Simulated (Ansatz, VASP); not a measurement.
**One calculation of TaN, two programs**

The input INCAR:

```
ALGO     = Normal         # electronic algorithm
EDIFF    = 1E-6           # SCF threshold, eV
ENCUT    = 520            # plane-wave cutoff, eV
GGA      = PE             # functional
GGA_COMPAT= F            
ISIF     = 2              # what is computed and relaxed
ISMEAR   = 0              # smearing method
LASPH    = T              # aspherical terms in the spheres
LCHARG   = F              # write CHGCAR
LMAXMIX  = 4              # l up to which the mixer works
LNONCOLLINEAR= T              # non-collinear magnetism
LORBIT   = 11             # projections on sites
LORBMOM  = T            
LREAL    = F              # projectors in reciprocal space
LSORBIT  = T              # spin-orbit coupling
LWAVE    = F              # write WAVECAR
MAGMOM   = 0 0 0.05 0 0 0 # initial moments
NBANDS   = 28             # bands
NELM     = 150            # most SCF steps
PREC     = Accurate       # precision mode
SIGMA    = 0.05           # smearing width, eV
```

KPOINTS

```
k-points
0
Gamma
  14 14 14
```

File POSCAR:

```
TaN
1.0
    0.0000000000      2.2587724677      2.2587724677
    2.2587724677      0.0000000000      2.2587724677
    2.2587724677      2.2587724677      0.0000000000
Ta N
1 1
Direct
    0.5000000000      0.5000000000      0.5000000000
    0.0000000000      0.0000000000      0.0000000000
```

Input for Ansatz:

```yaml
crystal:
  lattice:
    - [0.0, 2.2587724677, 2.2587724677]
    - [2.2587724677, 0.0, 2.2587724677]
    - [2.2587724677, 2.2587724677, 0.0]
  atoms:
    - { symbol: Ta, position: [0.5, 0.5, 0.5], spin: 0.05, spin_axis: [0.0, 0.0, 1.0] }
    - { symbol: "N", position: [0.0, 0.0, 0.0] }
basis:
  ecutwfc: 420
  ecutrho_ratio: 4
kpoints:
  mp_grid: { grid: [14, 14, 14] }
hamiltonian:
  xc: pbe
scf:
  occupations: { method: gaussian, width: 0.05 }
output:
  forces: true
  stress: true
  eigenvalues: true
  populations: true
magnetization:
  noncollinear: true
  spin_orbit: true
```

Alike in both runs: task single point; functional PBE; k mesh 14 × 14 × 14; occupations gaussian, width 0.05 eV; non-collinear spin, spin-orbit coupling.

```csv
,VASP,Ansatz
version,VASP 6.6.1,Ansatz 0.2.0
potentials or method,"VASP PAW PBE potentials, release 64 (Ta_pv, N), cutoff 520 eV","plane waves, PAW"
valence electrons in the cell,16,18
```

```csv
,VASP,Ansatz,Ansatz less VASP
pressure (GPa),-17.9,-19.1,-1.14
net moment per atom (μB),0.00,0.00,0.000
```

With one functional, cell and mesh, what is left measures potentials, basis and numerics. VASP's potentials hold 16 valence electrons a cell and Ansatz's 18, so a difference there can come from the potentials and not from the codes. Ansatz's warnings: seeded moment not kept, stress scf threshold loose.
